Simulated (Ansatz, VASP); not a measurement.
**Two plane-wave programs on Ru**

```
Ru
1.0
     0.00000    1.90343    1.90343
     1.90343    0.00000    1.90343
     1.90343    1.90343    0.00000
Ru
1
Direct
  0.00000 0.00000 0.00000
```

Alike in both runs: task single point; functional PBE; k mesh 8 × 8 × 8; occupations gaussian, width 0.05 eV; no spin polarisation.

|  | VASP | Ansatz |
| --- | --- | --- |
| version | VASP 6.6.1 | Ansatz 0.2.0 |
| potentials or method | VASP PAW PBE potentials, release 64 (Ru_pv), cutoff 500 eV | scalar-relativistic, plane waves, PAW |
| valence electrons in the cell | 14 | 16 |

Ansatz gave:

```
gap on the k mesh at the Fermi level (eV) : none
pressure (GPa)                            : 0.0
```

**Question.** Which values does VASP return?

**Answer.** gap on the k mesh at the Fermi level (eV): none; pressure (GPa): -0.1.

A gap of «none» marks a metal or a gap that the smearing closes. With one functional, cell and mesh, what is left measures potentials, basis and numerics. VASP's potentials hold 14 valence electrons a cell and Ansatz's 16, so a difference there can come from the potentials and not from the codes.
